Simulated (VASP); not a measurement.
Wanted: the native input for a VASP 6.6.1 run.

| Property | Result |
| --- | --- |
| Task | single point |
| Functional | PBE |
| Dispersion | D3(BJ) |
| Potentials or basis | VASP PAW PBE potentials, release 64 (S) |
| Cutoff | 520 eV |
| k mesh | 24 × 24 × 1 |
| Occupations | gaussian, width 0.1 eV |
| Spin | no spin polarisation |
| Dipole correction | yes |
| Further INCAR settings | ALGO = Normal; EDIFF = 1e-06; NBANDS = 13 |

The structure of S lies in POSCAR:

```
S
1.0
    2.3628963325      0.0000000000      0.0000000000
    0.0000000000      2.3628963325      0.0000000000
    0.0000000000      0.0000000000     30.7300000000
S
2
Direct
    0.5000000000      0.5000000000      0.2374464549
    0.5000000000      0.5000000000      0.3483003723
```

The input as run:

INCAR

```
PREC = Accurate
ENCUT = 520
EDIFF = 1E-6
ISMEAR = 0
SIGMA = 0.1
LREAL = F
LASPH = T
NELM = 60
ALGO = Normal
ISIF = 2
LWAVE = F
LCHARG = F
LDIPOL = T
IDIPOL = 3
DIPOL = 0.5 0.5 0.293
GGA = PE
IVDW = 12
NBANDS = 13
```

KPOINTS

```
regular mesh
0
Gamma
  24 24 1
```

Potentials or basis: VASP PAW PBE potentials, release 64 (S).

Launch:

```bash
$ cat potpaw_PBE.64/S/POTCAR > POTCAR
$ mpirun -np 1 vasp_std > vasp.out
```

Results of the run:

```
Largest force              : 0.036 eV/Å
Band gap on the k mesh     : zero (bands 6 and 7 overlap by 5.96 eV)
Dispersion energy per atom : -0.228 eV
```

Wall time 81 s on 1 thread of AMD EPYC 9R45 96-Core Processor (Zen 5), with other jobs on the host, peak memory 0.33 GiB.
